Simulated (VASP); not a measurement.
# PbS (NiAs type) (P6_3/mmc) in VASP: further runs, part 2 of 2

VASP 6.6.1. Earlier steps stand in the parts before.

**4. Single point, PBE**

This run uses another cell than the first one, of 27.49 Å³/atom.

Contents of INCAR:

```
SYSTEM = PbS
  PREC = Accurate
  ENCUT = 520
  EDIFF = 1E-6
  ISMEAR = -1
  SIGMA = 0.05
  LREAL = .FALSE.
  LASPH = .TRUE.
  NELM = 100
  ALGO = Normal
  ISIF = 2
  LWAVE = .FALSE.
  LCHARG = .FALSE.
  GGA = PE
  NBANDS = 28
```

Contents of KPOINTS:

```
Automatic mesh
0
G
  9 9 5
  0 0 0
```

Contents of POSCAR:

```
PbS
1.0
    4.7246946239      0.0000000000      0.0000000000
   -2.3623473119      4.0917055694      0.0000000000
    0.0000000000      0.0000000000      5.6869604113
Pb S
2 2
Direct
    0.3333333333      0.6666666667     -0.0620001555
    0.6666666667      0.3333333333      0.4379998445
    0.3333333333      0.6666666667      0.4380001555
    0.6666666667      0.3333333333      0.9380001555
```

Potentials or basis: VASP PAW PBE potentials, release 64 (Pb_d, S).

Started as:

```
cat potpaw_PBE.64/Pb_d/POTCAR potpaw_PBE.64/S/POTCAR > POTCAR
mpirun -np 1 vasp_std > vasp.out
```

OUTCAR:

```text
SYSTEM = PbS
   PREC = Accurate
   ENCUT = 520
   EDIFF = 1E-6
   ISMEAR = -1
   LREAL = .FALSE.
   LASPH = .TRUE.
   NELM = 100
   ISIF = 2
   GGA = PE

 ion  position               nearest neighbor table
   1  0.333  0.667  0.938-   4 2.73   4 2.73   4 2.73   3 2.84   3 2.84   2 3.94   2 3.94   2 3.94
                             2 3.94   2 3.94   2 3.94
   2  0.667  0.333  0.438-   3 2.73   3 2.73   3 2.73   4 2.84   4 2.84   1 3.94   1 3.94   1 3.94
                             1 3.94   1 3.94   1 3.94
   3  0.333  0.667  0.438-   2 2.73   2 2.73   2 2.73   1 2.84   1 2.84
   4  0.667  0.333  0.938-   1 2.73   1 2.73   1 2.73   2 2.84   2 2.84

  LATTYP: Found a hexagonal cell.
 ALAT       =     4.7246946239
 C/A-ratio  =     1.2036672979

  Lattice vectors:

 A1 = (   4.7246946239,   0.0000000000,   0.0000000000)
 A2 = (  -2.3623473119,   4.0917055694,   0.0000000000)
 A3 = (   0.0000000000,   0.0000000000,   5.6869604113)

Analysis of symmetry for initial positions (statically):
=====================================================================
 Subroutine PRICEL returns:
 Original cell was already a primitive cell.

 Routine SETGRP: Setting up the symmetry group for a
 hexagonal supercell.

 Subroutine GETGRP returns: Found 24 space group operations
 (whereof  6 operations were pure point group operations)
 out of a pool of 24 trial point group operations.

The static configuration has the point symmetry C_3v.
 The point group associated with its full space group is D_6h.

Analysis of symmetry for dynamics (positions and initial velocities):
=====================================================================
 Subroutine PRICEL returns:
 Original cell was already a primitive cell.

 Routine SETGRP: Setting up the symmetry group for a
 hexagonal supercell.

 Subroutine GETGRP returns: Found 24 space group operations
[... 125 lines left out ...]
   IALGO  =     38    algorithm
   IMIX   =      4    mixing-type and parameters
     AMIX     =   0.40;   BMIX     =  1.00
     AMIX_MAG =   1.60;   BMIX_MAG =  1.00
  volume/ion in A,a.u.               =      27.49       185.48
  Fermi-wavevector in a.u.,A,eV,Ry     =   1.168715  2.208552 18.584135  1.365895
  Thomas-Fermi vector in A             =   2.305198
   LORBIT       =      0    0 simple, 1 ext, 2 COOP (PROOUT), +10 PAW based schemes
   GGA     = PE    functional components
   LHFCALC =     F    Hartree Fock is set to
   AEXX    =    0.0000 exact exchange contribution
   IVDW    =     0    specifies the selected vdW correction
   LEPSILON=     F    determine dielectric tensor
   LRPA    =     F    only Hartree local field effects (RPA)
 non-spin polarized calculation
  energy-cutoff  :      520.00
  volume of cell :      109.94
 maximum number of plane-waves:      2991
 NGX is ok and might be reduce to    36
   NGX = 17   NGY = 17   NGZ = 21

 number of electron      40.0000007 magnetization

 Free energy of the ion-electron system (eV)
  ---------------------------------------------------
  ext. energy  EPLUGINS =         0.00000000
  ---------------------------------------------------
  free energy    TOTEN  =       -16.59759352 eV

  energy without entropy =      -16.59759340  energy(sigma->0) =      -16.59759346

 E-fermi :   6.1598     XC(G=0):  -9.1424

 val. band max:        5.4913711592   @ k =   0.3333   0.3333   0.4000
 cond. band min:       6.9122618042   @ k =   0.1111   0.1111   0.2000
 fundamental gap:      1.4208906450
 Fermi energy:         6.1598464950

 k-point     1 :       0.0000    0.0000    0.0000
  band No.  band energies     occupation
      1     -11.5430      2.00000
      2     -11.3184      2.00000
      3     -11.3184      2.00000
      4     -11.3178      2.00000
      5     -11.3178      2.00000
      6     -11.2983      2.00000
[... 733 lines left out ...]
     27      11.8487      0.00000
     28      12.7003      0.00000

 [... further k-points ...]

------------------------ aborting loop because EDIFF is reached ----------------------------------------

  FORCE on cell =-STRESS in cart. coord.  units (eV):
  Direction    XX          YY          ZZ          XY          YZ          ZX
  --------------------------------------------------------------------------------------
  -------------------------------------------------------------------------------------
  Total        7.4993554      7.4993554      7.4988171      0.0000000      0.0000000     -0.0000000
  in kB      109.2889354    109.2889354    109.2810901      0.0000000      0.0000000     -0.0000000
  external PRESSURE =     109.2863203 kB  Pullay stress =       0.0000000 kB

 VOLUME and BASIS-vectors are now :
 -----------------------------------------------------------------------------
  energy-cutoff  :      520.00
  volume of cell :      109.94
      direct lattice vectors                 reciprocal lattice vectors
     4.724694624  0.000000000  0.000000000     0.211653891  0.122198431  0.000000000
    -2.362347312  4.091705569  0.000000000     0.000000000  0.244396862  0.000000000
     0.000000000  0.000000000  5.686960411     0.000000000  0.000000000  0.175840858

 POSITION                                       TOTAL-FORCE (eV/Angst)
 -----------------------------------------------------------------------------------
     -0.00000      2.72780      5.33437        -0.000000      0.000000     -0.000000
      2.36235      1.36390      2.49089         0.000000     -0.000000     -0.000000
     -0.00000      2.72780      2.49089        -0.000000     -0.000000      0.000000
      2.36235      1.36390      5.33437         0.000000      0.000000      0.000000
 -----------------------------------------------------------------------------------
    total drift:                               -0.000000      0.000000     -0.001738

  FREE ENERGIE OF THE ION-ELECTRON SYSTEM (eV)
  ---------------------------------------------------
  free  energy   TOTEN  =       -16.5975935200 eV

  energy  without entropy=      -16.5975933955  energy(sigma->0) =      -16.59759346
```

OSZICAR:

```text
N       E                     dE             d eps       ncg     rms          rms(c)
DAV:   1     0.429858522360E+03    0.42986E+03   -0.18853E+04  2016   0.152E+03
DAV:   2     0.333466104737E+02   -0.39651E+03   -0.38470E+03  2028   0.406E+02
DAV:   3    -0.151194557335E+02   -0.48466E+02   -0.46757E+02  2620   0.159E+02
DAV:   4    -0.174856981107E+02   -0.23662E+01   -0.23567E+01  2432   0.366E+01
DAV:   5    -0.175822251452E+02   -0.96527E-01   -0.96515E-01  2716   0.782E+00    0.954E+00
DAV:   6    -0.165967591340E+02    0.98547E+00   -0.22308E+00  2928   0.105E+01    0.621E+00
DAV:   7    -0.165948669749E+02    0.18922E-02   -0.64852E-01  2416   0.327E+00    0.298E+00
DAV:   8    -0.166001167145E+02   -0.52497E-02   -0.99010E-02  2800   0.271E+00    0.292E-01
DAV:   9    -0.165963267797E+02    0.37899E-02   -0.21125E-02  2832   0.129E+00    0.843E-02
DAV:  10    -0.165972865134E+02   -0.95973E-03   -0.23769E-03  2140   0.231E-01    0.498E-02
DAV:  11    -0.165975573445E+02   -0.27083E-03   -0.32952E-04  2300   0.937E-02    0.228E-02
DAV:  12    -0.165975906037E+02   -0.33259E-04   -0.66655E-05  2340   0.770E-02    0.809E-03
DAV:  13    -0.165975926591E+02   -0.20554E-05   -0.54769E-06  2324   0.126E-02    0.566E-03
DAV:  14    -0.165975935200E+02   -0.86092E-06   -0.17218E-06  1708   0.119E-02
   1 F= -.16597594E+02 E0= -.16597593E+02  d E =-.124561E-06
```

stdout:

```text
POSCAR found type information on POSCAR PbS
 POSCAR found :  2 types and       4 ions
 scaLAPACK will be used
 LDA part: xc-table for (Slater+PW92), standard interpolation
 POSCAR, INCAR and KPOINTS ok, starting setup
 FFT: planning ... GRIDC
 FFT: planning ... GRID_SOFT
 FFT: planning ... GRID
 WAVECAR not read
 entering main loop
```

It took 34 s on 1 thread of Intel Xeon 6975P-C (Granite Rapids), shared host; peak memory 0.26 GiB.

What came out:

| Quantity | Value |
| --- | --- |
| Free energy | -16.5976 eV |
| Pressure | 10.9 GPa |
| Band gap on the k mesh | 1.42 eV (least direct gap 1.75 eV) |

Levels at points of the mesh, in eV from the valence-band top:
```csv
k point,band 18,band 19,band 20,band 21,band 22,band 23
"(0.00, 0.00, 0.00)",-2.50,-2.43,-2.43,1.77,1.77,3.47
```

Caveat: the cell stands under pressure; spin-orbit coupling is left out, which moves the levels of the heavy elements; an odd mesh through Γ misses points on the zone boundary, where band edges can lie.
